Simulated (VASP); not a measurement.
Write the native input for VASP 6.6.1 that does the following.

```yaml
Task: single point
Functional: PBE
Dispersion: D3(BJ)
Potentials_or_basis: VASP PAW PBE potentials, release 64 (Si)
Cutoff: 500 eV
k_mesh: 15 × 15 × 15
Occupations: fermi-dirac, width 0.1 eV
Spin: no spin polarisation
Dipole_correction: no
Further_INCAR_settings: ALGO = Normal; EDIFF = 1e-06; NBANDS = 8
```

The structure of Si lies in POSCAR:

```
Si
1.0
    0.0000000000      1.6416894461      1.6416894461
    1.6416894461      0.0000000000      1.6416894461
    1.6416894461      1.6416894461      0.0000000000
Si
1
Direct
    0.0000000000      0.0000000000      0.0000000000
```

The input as run:

INCAR

```
PREC = Accurate
ENCUT = 500
EDIFF = 1E-6
ISMEAR = -1
SIGMA = 0.1
LREAL = False
LASPH = True
NELM = 120
ALGO = Normal
ISIF = 2
LWAVE = False
LCHARG = True
GGA = PE
IVDW = 12
LELF = True
LVHAR = True
NBANDS = 8
GGA_COMPAT = False
```

KPOINTS

```
Automatic mesh
0
Gamma
  15 15 15
```

Potentials or basis: VASP PAW PBE potentials, release 64 (Si).

Launch:

```sh
$ cat potpaw_PBE.64/Si/POTCAR > POTCAR
$ mpirun -np 1 vasp_std > vasp.out
```

It gave:

| Quantity | Value |
| --- | --- |
| Pressure | 105.2 GPa |
| Band gap on the k mesh | zero (band 2 reaches 32.11 eV, above the bottom of band 3 at 14.82 eV) |
| Dispersion energy per atom | -0.714 eV |

Caveat: three body term missing; pairwise dispersion overbinds metals, which lowers pressure and volume.

It took 13 s on 1 thread of Intel Xeon 8259CL, with other jobs on the host, peak memory 0.12 GiB.
